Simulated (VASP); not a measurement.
Input of a VASP 6.6.1 run:

Contents of INCAR:

```
ALGO = Normal
EDIFF = 1E-8
ENCUT = 520
GGA = CA
ISIF = 2
ISMEAR = -1
LASPH = T
LCHARG = F
LEFG = T
LREAL = F
LWAVE = F
NBANDS = 50
NELM = 100
PREC = Accurate
SIGMA = 0.05
```

KPOINTS

```
k-points
0
Gamma
  7 7 7
```

POSCAR

```
Pt
1.0
    0.0000000000      3.9218000000      3.9218000000
    3.9218000000      0.0000000000      3.9218000000
    3.9218000000      3.9218000000      0.0000000000
Pt
8
Direct
    0.0000000000      0.0000000000      0.0000000000
    0.0000000000      0.0000000000      0.5000000000
    0.0000000000      0.5000000000      0.0000000000
    0.0000000000      0.5000000000      0.5000000000
    0.5000000000      0.0000000000      0.0000000000
    0.5000000000      0.0000000000      0.5000000000
    0.5000000000      0.5000000000      0.0000000000
    0.5000000000      0.5000000000      0.5000000000
```

Potentials or basis: VASP PAW LDA potentials, release 64 (Pt).

Run with:

```bash
$ cat potpaw_LDA.64/Pt/POTCAR > POTCAR
$ mpirun -np 1 vasp_std > vasp.out
```

(1) Predict the pressure.

(2) What does it give for the band gap on the k mesh?

Results:

(1) -5.6 GPa.

(2) zero (bands 40 and 41 overlap by 0.86 eV).

Caveat: the cell stands under tension; spin-orbit coupling is left out, which moves the levels of the heavy elements.
